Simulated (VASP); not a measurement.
Input of a VASP 6.6.1 run:

File INCAR:

```
SYSTEM = LiPb
PREC = Accurate
ENCUT = 600
EDIFF = 1E-6
ISMEAR = -1
SIGMA = 0.1
LREAL = .False.
LASPH = .True.
NELM = 100
ALGO = Normal
ISIF = 3
LWAVE = .False.
LCHARG = .False.
GGA = PS
IBRION = 2
NSW = 100
EDIFFG = -0.002
PSTRESS = 10.0
```

The input KPOINTS:

```
regular mesh
0
Gamma
  14 14 14
  0 0 0
```

File POSCAR:

```
LiPb
1.0
    3.5125661607      0.0000000000      0.0000000000
    0.0000000000      3.5125661607      0.0000000000
    0.0000000000      0.0000000000      3.5125661607
Li Pb
1 1
Direct
    0.5000000000      0.5000000000      0.5000000000
    0.0000000000      0.0000000000      0.0000000000
```

Potentials or basis: VASP PAW PBE potentials, release 64 (Li_sv, Pb_d).

Launch:

```sh
$ cat potpaw_PBE.64/Li_sv/POTCAR potpaw_PBE.64/Pb_d/POTCAR > POTCAR
$ mpirun -np 1 vasp_std > vasp.out
```

Problem. What does it give for the space group after relaxing (to 0.05 Å)?

Solution. Pm-3m (No. 221).

Problem. Estimate the relaxed volume.

Solution. 21.07 Å³/atom.

Problem. Estimate the relaxed cell.

Solution. a = 3.480 Å, b = 3.480 Å, c = 3.480 Å, α = 90.00°, β = 90.00°, γ = 90.00°.

Final structure:
```
CELL_PARAMETERS angstrom
3.48000 0.00000 0.00000
0.00000 3.48000 0.00000
0.00000 0.00000 3.48000
ATOMIC_POSITIONS crystal
Li 0.50000 0.50000 0.50000
Pb 0.00000 0.00000 0.00000
```

Caveat: the cutoff is under 1.25 times the usual one of these potentials, so pressure, stress and relaxed cells hold a basis-set (Pulay) error; the cell is relaxed towards a set pressure, so the enthalpy falls and the energy may rise; the PAW data sets were made with another functional, which shifts forces and pressure a little.
